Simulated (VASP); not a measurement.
# Ba2Ho3Te (P-3m1) in VASP: a series of runs

The runs below take Ba2Ho3Te through single point, with PBE.

Program: VASP 6.6.1. These are calculated values, not measurements. Logs are shortened: lines on timing, memory, paths and dates and some standing lists are left out, and cuts for length are marked.

## 1. The cell of the first run

It takes space group P-3m1 (No. 164, trigonal). Conventional cell: a = 5.566 Å, b = 5.566 Å, c = 9.448 Å, α = 90.00°, β = 90.00°, γ = 120.00°. Ba (site symmetry 3m) has 3 Te at 3.58 Å and 7 Ho at 3.78 to 4.50 Å and 3 Ba at 4.50 Å within 4.7 Å. Within 4.3 Å of Ho (site symmetry 3m) lie 6 Ho at 3.28 to 3.45 Å and 4 Ba at 3.78 to 4.08 Å. Within 4.3 Å of Ho (site symmetry -3m) lie 6 Ho at 3.28 Å. Within 4.8 Å of Te (site symmetry -3m) lie 6 Ba at 3.58 Å and 2 Ho at 4.72 Å.

The cell was generated, and may not be a known phase.

## 2. Single point, PBE

Input file INCAR:

```
SYSTEM = Ba2Ho3Te
ALGO     = Normal         ! electronic algorithm
EDIFF    = 1E-6           ! SCF threshold, eV
ENCUT    = 500            ! plane-wave cutoff, eV
GGA      = PE             ! functional
GGA_COMPAT= .FALSE.      
ISIF     = 2              ! what is computed and relaxed
ISMEAR   = 0              ! smearing method
LASPH    = .TRUE.         ! aspherical terms in the spheres
LCHARG   = .TRUE.         ! write CHGCAR
LELF     = .TRUE.         ! ELF
LMAXMIX  = 6              ! l up to which the mixer works
LREAL    = .FALSE.        ! projectors in reciprocal space
LVHAR    = .TRUE.       
LWAVE    = .FALSE.        ! write WAVECAR
NBANDS   = 36             ! bands
NELM     = 200            ! most SCF steps
PREC     = Accurate       ! precision mode
SIGMA    = 0.2            ! smearing width, eV
```

Input file KPOINTS:

```
k-points
0
G
  4 4 2
  0 0 0
```

Input file POSCAR:

```
Ba2Ho3Te
1.0
    5.5664308030      0.0000000000      0.0000000000
   -2.7832154015      4.8206704838      0.0000000000
    0.0000000000      0.0000000000      9.4480721699
Ba Ho Te
2 3 1
Direct
    0.6666666667      0.3333333333      0.8333143299
    0.3333333333      0.6666666667      0.1666856701
    0.6666666667      0.3333333333      0.4329622264
    0.3333333333      0.6666666667      0.5670377736
    0.0000000000      0.0000000000      0.5000000000
    0.0000000000      0.0000000000      0.0000000000
```

Potentials or basis: VASP PAW PBE potentials, release 64 (Ba_sv, Ho_3, Te), 4f in core.

Started as:

```bash
$ cat potpaw_PBE.64/Ba_sv/POTCAR potpaw_PBE.64/Ho_3/POTCAR potpaw_PBE.64/Te/POTCAR > POTCAR
$ mpirun -np 1 vasp_std > vasp.out
```

OUTCAR:

```text
SYSTEM = Ba2Ho3Te
   EDIFF = 1E-6
   ENCUT = 500
   GGA = PE
   ISIF = 2
   ISMEAR = 0
   LASPH = .TRUE.
   LREAL = .FALSE.
   NELM = 200
   PREC = Accurate

 ion  position               nearest neighbor table
   1  0.667  0.333  0.833-   6 3.58   6 3.58   6 3.58   3 3.78   4 4.08   4 4.08   4 4.08   2 4.50
                             2 4.50   2 4.50
   2  0.333  0.667  0.167-   6 3.58   6 3.58   6 3.58   4 3.78   3 4.08   3 4.08   3 4.08   1 4.50
                             1 4.50   1 4.50
   3  0.667  0.333  0.433-   5 3.28   5 3.28   5 3.28   4 3.45   4 3.45   4 3.45   1 3.78   2 4.08
                             2 4.08   2 4.08
   4  0.333  0.667  0.567-   5 3.28   5 3.28   5 3.28   3 3.45   3 3.45   3 3.45   2 3.78   1 4.08
                             1 4.08   1 4.08
   5  0.000  0.000  0.500-   3 3.28   4 3.28   4 3.28   3 3.28   3 3.28   4 3.28
   6  0.000  0.000  0.000-   1 3.58   2 3.58   2 3.58   1 3.58   1 3.58   2 3.58

  LATTYP: Found a hexagonal cell.
 ALAT       =     5.5664308030
 C/A-ratio  =     1.6973303907

  Lattice vectors:

 A1 = (   5.5664308030,   0.0000000000,   0.0000000000)
 A2 = (  -2.7832154015,   4.8206704838,   0.0000000000)
 A3 = (   0.0000000000,   0.0000000000,   9.4480721699)

Analysis of symmetry for initial positions (statically):
=====================================================================
 Subroutine PRICEL returns:
 Original cell was already a primitive cell.

 Routine SETGRP: Setting up the symmetry group for a
 hexagonal supercell.

 Subroutine GETGRP returns: Found 12 space group operations
 (whereof 12 operations were pure point group operations)
 out of a pool of 24 trial point group operations.

The static configuration has the point symmetry D_3d.

Analysis of symmetry for dynamics (positions and initial velocities):
=====================================================================
 Subroutine PRICEL returns:
 Original cell was already a primitive cell.

 Routine SETGRP: Setting up the symmetry group for a
 hexagonal supercell.

 Subroutine GETGRP returns: Found 12 space group operations
 (whereof 12 operations were pure point group operations)
 out of a pool of 24 trial point group operations.

The dynamic configuration has the point symmetry D_3d.

 Subroutine INISYM returns: Found 12 space group operations
 (whereof 12 operations are pure point group operations),
 and found     1 'primitive' translations

----------------------------------------------------------------------------------------

                                     Primitive cell

  volume of cell :     253.5289

  direct lattice vectors                    reciprocal lattice vectors
     5.566430803  0.000000000  0.000000000     0.179648330  0.103720012  0.000000000
    -2.783215402  4.820670484  0.000000000     0.000000000  0.207440024  0.000000000
     0.000000000  0.000000000  9.448072170     0.000000000  0.000000000  0.105841698

  length of vectors
     5.566430803  5.566430803  9.448072170     0.207440024  0.207440024  0.105841698

  position of ions in fractional coordinates (direct lattice)
     0.666666667  0.333333333  0.833314330
     0.333333333  0.666666667  0.166685670
     0.666666667  0.333333333  0.432962226
     0.333333333  0.666666667  0.567037774
     0.000000000  0.000000000  0.500000000
     0.000000000  0.000000000  0.000000000

  ion indices of the primitive-cell ions
   primitive index   ion index
                 1           1
                 2           2
                 3           3
                 4           4
                 5           5
                 6           6

----------------------------------------------------------------------------------------

 KPOINTS: k-points

Automatic generation of k-mesh.
 Grid dimensions read from file:
 generate k-points for:    4    4    2

 Generating k-lattice:

  Cartesian coordinates                     Fractional coordinates (reciprocal lattice)
     0.044912083  0.025930003  0.000000000     0.250000000 -0.000000000  0.000000000
     0.000000000  0.051860006  0.000000000     0.000000000  0.250000000  0.000000000
     0.000000000  0.000000000  0.052920849     0.000000000  0.000000000  0.500000000

  Length of vectors
     0.051860006  0.051860006  0.052920849

  Shift w.r.t. Gamma in fractional coordinates (k-lattice)
     0.000000000  0.000000000  0.000000000

 Subroutine IBZKPT returns following result:
 ===========================================

 Found      8 irreducible k-points:

 Following reciprocal coordinates:
            Coordinates               Weight
  0.000000  0.000000  0.000000      1.000000
  0.250000  0.000000  0.000000      6.000000
  0.500000  0.000000  0.000000      3.000000
  0.250000  0.250000  0.000000      6.000000
  0.000000  0.000000  0.500000      1.000000
  0.250000  0.000000  0.500000      6.000000
  0.500000  0.000000  0.500000      3.000000
  0.250000  0.250000  0.500000      6.000000
   k-points           NKPTS =      8   k-points in BZ     NKDIM =      8   number of bands    NBANDS=     36
   number of dos      NEDOS =    301   number of ions     NIONS =      6
   total plane-waves  NPLWV = 123480
   dimension x,y,z NGX =    42 NGY =   42 NGZ =   70
   dimension x,y,z NGXF=    84 NGYF=   84 NGZF=  140
   ions per type =               2   3   1
   NGX,Y,Z   is equivalent  to a cutoff of  12.54, 12.54, 12.32 a.u.
   NGXF,Y,Z  is equivalent  to a cutoff of  25.09, 25.09, 24.63 a.u.
 SYSTEM =  Ba2Ho3Te
   PREC   = accura    normal or accurate (medium, high low for compatibility)
   ISTART =      0    job   : 0-new  1-cont  2-samecut
   ICHARG =      2    charge: 1-file 2-atom 10-const
   ISPIN  =      1    spin polarized calculation?
   LNONCOLLINEAR =      F non collinear calculations
   LSORBIT =      F    spin-orbit coupling
   LASPH  =      T    aspherical Exc in radial PAW
   ENCUT  =  500.0 eV  36.75 Ry    6.06 a.u.  10.15 10.15 17.23*2*pi/ulx,y,z
   NELM   =    200;   NELMIN=  2; NELMDL= -5     # of ELM steps
   EDIFF  = 0.1E-05   stopping-criterion for ELM
   LREAL  =      F    real-space projection
   EDIFFG = 0.1E-04   stopping-criterion for IOM
   NSW    =      0    number of steps for IOM
   IBRION =     -1    ionic relax: 0-MD 1-quasi-New 2-CG
   NFREE  =      0    steps in history (QN), initial steepest desc. (CG)
   ISIF   =      2    stress and relaxation
   ISYM   =      2    0-nonsym 1-usesym 2-fastsym
   POTIM  = 0.5000    time-step for ionic-motion
   TEBEG  =    0.0;   TEEND  =   0.0 temperature during run
   PSTRESS=    0.0 pullay stress
   NELECT =      53.0000    total number of electrons
   NUPDOWN=      -1.0000    fix difference up-down
   EMIN   =  10.00;   EMAX   =-10.00  energy-range for DOS
   EFERMI =   0.00;   METHOD = LEGACY
   ISMEAR =     0;   SIGMA  =   0.20  broadening in eV -4-tet -1-fermi 0-gaus
   EFERMI_NEDOS =   21; number of points for ismear=-14 and -15
   IALGO  =     38    algorithm
   IMIX   =      4    mixing-type and parameters
     AMIX     =   0.40;   BMIX     =  1.00
     AMIX_MAG =   1.60;   BMIX_MAG =  1.00
  volume/ion in A,a.u.               =      42.25       285.15
  Fermi-wavevector in a.u.,A,eV,Ry     =   0.971608  1.836072 12.844194  0.944022
  Thomas-Fermi vector in A             =   2.101839
   LORBIT       =      0    0 simple, 1 ext, 2 COOP (PROOUT), +10 PAW based schemes
   GGA     = PE    functional components
   LHFCALC =     F    Hartree Fock is set to
   AEXX    =    0.0000 exact exchange contribution
   IVDW    =     0    specifies the selected vdW correction
   LEPSILON=     F    determine dielectric tensor
   LRPA    =     F    only Hartree local field effects (RPA)
 non-spin polarized calculation
 Gauss-broadening in eV      SIGMA  =   0.20
  energy-cutoff  :      500.00
  volume of cell :      253.53
 maximum number of plane-waves:      6456
 NGX is ok and might be reduce to    42
   NGX = 21   NGY = 21   NGZ = 35

 number of electron      53.0000000 magnetization

 Free energy of the ion-electron system (eV)
  ---------------------------------------------------
  ext. energy  EPLUGINS =         0.00000000
  ---------------------------------------------------
  free energy    TOTEN  =       -21.91119340 eV

  energy without entropy =      -21.80311393  energy(sigma->0) =      -21.85715367

 E-fermi :   2.6410     XC(G=0):  -8.4641

 val. band max:        2.6154475303   @ k =   0.2500   0.2500   0.0000
 cond. band min:       2.6589599062   @ k =   0.0000   0.0000   0.5000
 fundamental gap:      0.0435123759
 Fermi energy:         2.6409622712

 k-point     1 :       0.0000    0.0000    0.0000
  band No.  band energies     occupation
      1     -25.7502      2.00000
      2     -25.7301      2.00000
      3     -21.6938      2.00000
      4     -21.6938      2.00000
      5     -21.6150      2.00000
      6     -21.6150      2.00000
[... 28 lines left out ...]
     35       4.5380      0.00000
     36       4.6713      0.00000

 k-point     2 :       0.2500    0.0000    0.0000
  band No.  band energies     occupation
      1     -25.7468      2.00000
      2     -25.7318      2.00000
      3     -21.8171      2.00000
      4     -21.7597      2.00000
      5     -21.5765      2.00000
      6     -21.5517      2.00000
[... 28 lines left out ...]
     35       4.6498      0.00000
     36       4.9535      0.00000

 k-point     3 :       0.5000    0.0000    0.0000
  band No.  band energies     occupation
      1     -25.7418      2.00000
      2     -25.7351      2.00000
      3     -21.8777      2.00000
      4     -21.7059      2.00000
      5     -21.6305      2.00000
      6     -21.4959      2.00000
[... 28 lines left out ...]
     35       4.8469      0.00000
     36       5.2126      0.00000
[... 118 lines left out ...]
 k-point     7 :       0.5000    0.0000    0.5000
  band No.  band energies     occupation
      1     -25.7419      2.00000
      2     -25.7350      2.00000
      3     -21.8777      2.00000
      4     -21.7059      2.00000
      5     -21.6304      2.00000
      6     -21.4959      2.00000
[... 28 lines left out ...]
     35       4.6300      0.00000
     36       5.0762      0.00000

 k-point     8 :       0.2500    0.2500    0.5000
  band No.  band energies     occupation
      1     -25.7419      2.00000
      2     -25.7349      2.00000
      3     -21.8175      2.00000
      4     -21.7638      2.00000
      5     -21.6174      2.00000
      6     -21.5325      2.00000
[... 28 lines left out ...]
     35       4.9168      0.00000
     36       5.1453      0.00000

------------------------ aborting loop because EDIFF is reached ----------------------------------------

  FORCE on cell =-STRESS in cart. coord.  units (eV):
  Direction    XX          YY          ZZ          XY          YZ          ZX
  --------------------------------------------------------------------------------------
  -------------------------------------------------------------------------------------
  Total        0.4752317      0.4752317      0.9151182      0.0000000     -0.0000000      0.0000000
  in kB        3.0032293      3.0032293      5.7830950      0.0000000     -0.0000000      0.0000000
  external PRESSURE =       3.9298512 kB  Pullay stress =       0.0000000 kB

 VOLUME and BASIS-vectors are now :
 -----------------------------------------------------------------------------
  energy-cutoff  :      500.00
  volume of cell :      253.53
      direct lattice vectors                 reciprocal lattice vectors
     5.566430803  0.000000000  0.000000000     0.179648330  0.103720012  0.000000000
    -2.783215402  4.820670484  0.000000000     0.000000000  0.207440024  0.000000000
     0.000000000  0.000000000  9.448072170     0.000000000  0.000000000  0.105841698

 POSITION                                       TOTAL-FORCE (eV/Angst)
 -----------------------------------------------------------------------------------
      2.78322      1.60689      7.87321        -0.000000      0.000000     -0.000383
     -0.00000      3.21378      1.57486         0.000000     -0.000000      0.000383
      2.78322      1.60689      4.09066        -0.000000      0.000000     -0.104947
     -0.00000      3.21378      5.35741         0.000000     -0.000000      0.104947
      0.00000      0.00000      4.72404         0.000000      0.000000      0.000000
      0.00000      0.00000      0.00000         0.000000      0.000000      0.000000
 -----------------------------------------------------------------------------------
    total drift:                               -0.000000      0.000000     -0.000000

  FREE ENERGIE OF THE ION-ELECTRON SYSTEM (eV)
  ---------------------------------------------------
  free  energy   TOTEN  =       -21.9111934036 eV

  energy  without entropy=      -21.8031139298  energy(sigma->0) =      -21.85715367
```

It took 83 s on 1 thread of Intel Xeon Platinum 8488C (Sapphire Rapids), shared host; peak memory 0.38 GiB.

What came out:

- Free energy: -21.9112 eV
- Pressure: 0.4 GPa
- Largest force: 0.105 eV/Å
- Band gap on the k mesh: zero (an odd number of electrons rules out a gap without spin polarisation)

Forces on the atoms (eV/Å):
```
Ba   0.000  0.000  0.000
Ba   0.000  0.000  0.000
Ho   0.000  0.000 -0.105
Ho   0.000  0.000  0.105
Ho   0.000  0.000  0.000
Te   0.000  0.000  0.000
```

Stress tensor (GPa, compression positive):
```
0.30 0.00 0.00
0.00 0.30 0.00
0.00 0.00 0.58
```

Caveat: spin-orbit coupling is left out, which moves the levels of the heavy elements; the 4f electrons are frozen in the core, so they carry no moment and show no levels.

## 3. Single point, PBE

Input file INCAR:

```
PREC     = Accurate       # precision mode
ENCUT    = 500            # plane-wave cutoff, eV
EDIFF    = 1E-6           # SCF threshold, eV
ISMEAR   = 0              # smearing method
SIGMA    = 0.1            # smearing width, eV
LREAL    = False          # projectors in reciprocal space
LASPH    = True           # aspherical terms in the spheres
NELM     = 200            # most SCF steps
ALGO     = Normal         # electronic algorithm
ISIF     = 2              # what is computed and relaxed
LWAVE    = False          # write WAVECAR
LCHARG   = False          # write CHGCAR
GGA      = PE             # functional
NBANDS   = 36             # bands
GGA_COMPAT= False        
LMAXMIX  = 6              # l up to which the mixer works
```

Input file KPOINTS:

```
Automatic mesh
0
Gamma
  6 6 2
```

POSCAR is that of step 2.

Potentials or basis: VASP PAW PBE potentials, release 64 (Ba_sv, Ho_3, Te), 4f in core.

Started as:

```bash
$ cat potpaw_PBE.64/Ba_sv/POTCAR potpaw_PBE.64/Ho_3/POTCAR potpaw_PBE.64/Te/POTCAR > POTCAR
$ mpirun -np 1 vasp_std > vasp.out
```

Run time: 2.4 min. Hardware: 1 thread of Intel Xeon Platinum 8488C (Sapphire Rapids), shared host; peak memory 0.42 GiB.

It converged, with:

| Property | Result |
| --- | --- |
| Free energy | -21.8472 eV |
| Pressure | 0.4 GPa |
| Largest force | 0.115 eV/Å |
| Band gap on the k mesh | zero (an odd number of electrons rules out a gap without spin polarisation) |

Forces in eV/Å, atoms in the order of the input:
```
Ba   0.000  0.000  0.009
Ba   0.000  0.000 -0.009
Ho   0.000  0.000 -0.115
Ho   0.000  0.000  0.115
Ho   0.000  0.000  0.000
Te   0.000  0.000  0.000
```

Stress tensor (GPa, compression positive):
```
0.21 0.00 0.00
0.00 0.21 0.00
0.00 0.00 0.63
```

Levels at points of the mesh, in eV from the Fermi level:
```tsv
k point	band 24	band 25	band 26	band 27	band 28	band 29
(0.00, 0.00, 0.00)	-0.53	-0.12	-0.08	0.13	0.13	0.85
(0.50, 0.00, 0.00)	-1.37	-0.55	-0.21	0.16	0.19	0.67
(0.00, 0.00, 0.50)	-0.45	-0.45	0.02	0.02	0.53	1.00
(0.50, 0.00, 0.50)	-1.21	-0.25	-0.23	-0.20	0.23	0.68
```

Caveat: spin-orbit coupling is left out, which moves the levels of the heavy elements; the 4f electrons are frozen in the core, so they carry no moment and show no levels. Spin polarisation is off, so any magnetic state and its effect on volume and gap are missing.

The gap in the log of VASP goes by the Fermi energy; the results here count the filled bands.